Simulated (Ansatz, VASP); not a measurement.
**TlGeH3: VASP beside Ansatz**

```
Tl Ge H
1.0
     4.10247    0.00000    0.00000
     0.00000    4.10247    0.00000
     0.00000    0.00000    4.10247
Tl Ge H
1 1 3
Direct
  0.00000 0.00000 0.00000
  0.50000 0.50000 0.50000
  0.50000 0.50000 0.00000
  0.50000 0.00000 0.50000
  0.00000 0.50000 0.50000
```

Alike in both runs: task single point; functional PBE; k mesh 4 × 4 × 4; occupations gaussian, width 0.05 eV; no spin polarisation.

```csv
,VASP,Ansatz
version,VASP 6.6.1,Ansatz 0.2.0
potentials or method,"VASP PAW PBE potentials, release 64 (Tl_d, Ge_d, H), cutoff 500 eV","scalar-relativistic, plane waves, PAW"
valence electrons in the cell,30,30
```

Ansatz gave:

```
gap on the k mesh at the Fermi level (eV) : none
pressure (GPa)                            : -2.4
```

**Question.** Which values does VASP return?

**Answer.** gap on the k mesh at the Fermi level (eV): none; pressure (GPa): -2.6.

A gap of «none» marks a metal or a gap that the smearing closes.

The k mesh is coarse, so the values compare programs but aren't converged. Neither program's run includes spin-orbit coupling.
